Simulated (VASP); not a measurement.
# ZrS (Fm-3m) in VASP: notebook, part 2 of 2

VASP 6.6.1.

**5. Single point, PBEsol**

This run uses another cell than the first one, of 18.09 Å³/atom, 1.064 times its volume.

File INCAR:

```
SYSTEM = ZrS
PREC     = Accurate       ! precision mode
ENCUT    = 520            ! plane-wave cutoff, eV
EDIFF    = 1E-6           ! SCF threshold, eV
ISMEAR   = -1             ! smearing method
SIGMA    = 0.05           ! smearing width, eV
LREAL    = .False.        ! projectors in reciprocal space
LASPH    = .True.         ! aspherical terms in the spheres
NELM     = 60             ! most SCF steps
ALGO     = Normal         ! electronic algorithm
ISIF     = 2              ! what is computed and relaxed
LWAVE    = .False.        ! write WAVECAR
LCHARG   = .True.         ! write CHGCAR
GGA      = PS             ! functional
LELF     = .True.         ! ELF
LVHAR    = .True.       
NBANDS   = 16             ! bands
```

File KPOINTS:

```
regular mesh
0
Gamma
  8 8 8
  0 0 0
```

File POSCAR:

```
ZrS
1.0
    0.0000000000      2.6250000000      2.6250000000
    2.6250000000      0.0000000000      2.6250000000
    2.6250000000      2.6250000000      0.0000000000
Zr S
1 1
Direct
    0.0000000000      0.0000000000      0.0000000000
    0.5000000000      0.5000000000      0.5000000000
```

Potentials or basis: VASP PAW PBE potentials, release 64 (Zr_sv, S).

Run with:

```
$ cat potpaw_PBE.64/Zr_sv/POTCAR potpaw_PBE.64/S/POTCAR > POTCAR
$ mpirun -np 1 vasp_std > vasp.out
```

OUTCAR:

```text
SYSTEM = ZrS
   PREC = Accurate
   ENCUT = 520
   EDIFF = 1E-6
   ISMEAR = -1
   LREAL = .False.
   LASPH = .True.
   NELM = 60
   ISIF = 2
   GGA = PS

 ion  position               nearest neighbor table
   1  0.000  0.000  0.000-   2 2.62   2 2.62   2 2.62   2 2.62   2 2.62   2 2.62
   2  0.500  0.500  0.500-   1 2.62   1 2.62   1 2.62   1 2.62   1 2.62   1 2.62

  LATTYP: Found a face centered cubic cell.
 ALAT       =     5.2500000000

  Lattice vectors:

 A1 = (   0.0000000000,   2.6250000000,   2.6250000000)
 A2 = (   2.6250000000,   0.0000000000,   2.6250000000)
 A3 = (   2.6250000000,   2.6250000000,   0.0000000000)

Analysis of symmetry for initial positions (statically):
=====================================================================
 Subroutine PRICEL returns:
 Original cell was already a primitive cell.

 Routine SETGRP: Setting up the symmetry group for a
 face centered cubic supercell.

 Subroutine GETGRP returns: Found 48 space group operations
 (whereof 48 operations were pure point group operations)
[... 156 lines left out ...]
  ---------------------------------------------------
  ext. energy  EPLUGINS =         0.00000000
  ---------------------------------------------------
  free energy    TOTEN  =       -16.47923911 eV

  energy without entropy =      -16.46841062  energy(sigma->0) =      -16.47382486

 E-fermi :  10.6635     XC(G=0): -11.4582

 val. band max:       10.6377058921   @ k =  -0.2500   0.5000   0.2500
 cond. band min:      10.6801795219   @ k =  -0.3750   0.2500   0.0000
 fundamental gap:      0.0424736298
 Fermi energy:        10.6634782548

 k-point     1 :       0.0000    0.0000    0.0000
  band No.  band energies     occupation
      1     -39.2515      2.00000
      2     -17.2498      2.00000
      3     -17.2498      2.00000
      4     -17.2498      2.00000
      5      -5.2189      2.00000
      6       7.0858      2.00000
[... 433 lines left out ...]
      3     -17.3620      2.00000
      4     -17.3094      2.00000
      5      -3.8664      2.00000
      6       3.2882      2.00000
[... 8 lines left out ...]
     15      17.9647      0.00000
     16      18.4653      0.00000

 [... further k-points ...]
[... 5 lines left out ...]
  --------------------------------------------------------------------------------------
  -------------------------------------------------------------------------------------
  Total       -1.4312740     -1.4312740     -1.4312740      0.0000000     -0.0000000      0.0000000
  in kB      -63.3892258    -63.3892258    -63.3892258      0.0000000     -0.0000000      0.0000000
  external PRESSURE =     -63.3892258 kB  Pullay stress =       0.0000000 kB

 VOLUME and BASIS-vectors are now :
 -----------------------------------------------------------------------------
  energy-cutoff  :      520.00
  volume of cell :       36.18
      direct lattice vectors                 reciprocal lattice vectors
     0.000000000  2.625000000  2.625000000    -0.190476190  0.190476190  0.190476190
     2.625000000  0.000000000  2.625000000     0.190476190 -0.190476190  0.190476190
     2.625000000  2.625000000  0.000000000     0.190476190  0.190476190 -0.190476190

 POSITION                                       TOTAL-FORCE (eV/Angst)
 -----------------------------------------------------------------------------------
      0.00000      0.00000      0.00000         0.000000     -0.000000      0.000000
      2.62500      2.62500      2.62500        -0.000000      0.000000     -0.000000
 -----------------------------------------------------------------------------------
    total drift:                                0.000000      0.000000      0.000000

  FREE ENERGIE OF THE ION-ELECTRON SYSTEM (eV)
  ---------------------------------------------------
  free  energy   TOTEN  =       -16.4792391098 eV

  energy  without entropy=      -16.4684106159  energy(sigma->0) =      -16.47382486
```

OSZICAR:

```text
N       E                     dE             d eps       ncg     rms          rms(c)
DAV:   1     0.120232788081E+03    0.12023E+03   -0.94367E+03   936   0.109E+03
DAV:   2    -0.121371405330E+02   -0.13237E+03   -0.12697E+03  1216   0.277E+02
DAV:   3    -0.173101557678E+02   -0.51730E+01   -0.51393E+01  1448   0.495E+01
DAV:   4    -0.173769225553E+02   -0.66767E-01   -0.66727E-01  1176   0.541E+00
DAV:   5    -0.173785046055E+02   -0.15821E-02   -0.15820E-02  1368   0.608E-01    0.152E+01
DAV:   6    -0.165201472243E+02    0.85836E+00   -0.18353E+00  1120   0.941E+00    0.688E+00
DAV:   7    -0.164853828977E+02    0.34764E-01   -0.17146E-01  1272   0.272E+00    0.280E+00
DAV:   8    -0.164797605606E+02    0.56223E-02   -0.26798E-02  1056   0.100E+00    0.435E-01
DAV:   9    -0.164792501122E+02    0.51045E-03   -0.28522E-03  1112   0.297E-01    0.179E-01
DAV:  10    -0.164792424552E+02    0.76570E-05   -0.40907E-04  1160   0.196E-01    0.480E-02
DAV:  11    -0.164792398722E+02    0.25830E-05   -0.18908E-05  1144   0.410E-02    0.229E-02
DAV:  12    -0.164792391098E+02    0.76240E-06   -0.26090E-06  1160   0.104E-02
   1 F= -.16479239E+02 E0= -.16473825E+02  d E =-.108285E-01
```

stdout:

```text
POSCAR found type information on POSCAR ZrS
 POSCAR found :  2 types and       2 ions
 scaLAPACK will be used
 -----------------------------------------------------------------------------
|                                                                             |
|                                                                             |
|     You enforced a specific xc type in the INCAR file but a different       |
|     I HOPE YOU KNOW WHAT YOU ARE DOING!                                     |
|                                                                             |
 -----------------------------------------------------------------------------

 LDA part: xc-table for (Slater+PW92), standard interpolation
 POSCAR, INCAR and KPOINTS ok, starting setup
 FFT: planning ... GRIDC
 FFT: planning ... GRID_SOFT
 FFT: planning ... GRID
 WAVECAR not read
 entering main loop
```

Run time: 34 s. Hardware: 1 thread of AMD EPYC 7R13, shared host; peak memory 0.13 GiB.

Results:

| Item | Value |
| --- | --- |
| Free energy | -16.4792 eV |
| Pressure | -6.3 GPa |
| Band gap on the k mesh | zero (band 9 reaches 12.08 eV, above the bottom of band 10 at 9.25 eV) |

Caveat: the PAW data sets were made with another functional, which shifts forces and pressure a little.

**6. The runs side by side**

| cell | gap on the mesh (eV) | pressure (GPa) |
| --- | --- | --- |
| a = 3.637 Å, angles 60.0°, 2 atoms | none | 2.2 |
| a = 3.662 Å, angles 60.0°, 2 atoms | none | -1.0 |
| a = 3.687 Å, angles 60.0°, 2 atoms | none | -3.8 |
| a = 3.712 Å, angles 60.0°, 2 atoms | none | -6.3 |

Alike in all rows: task single point; level PBEsol; potentials or basis VASP PAW PBE potentials, release 64 (Zr_sv, S); no spin polarisation; k mesh 8 × 8 × 8; cutoff (eV) 520; smearing fermi-dirac 0.05 eV.

Caveats: the PAW data sets were made with another functional, which shifts forces and pressure a little.

Absolute energies hang on the potentials; compare differences alone.
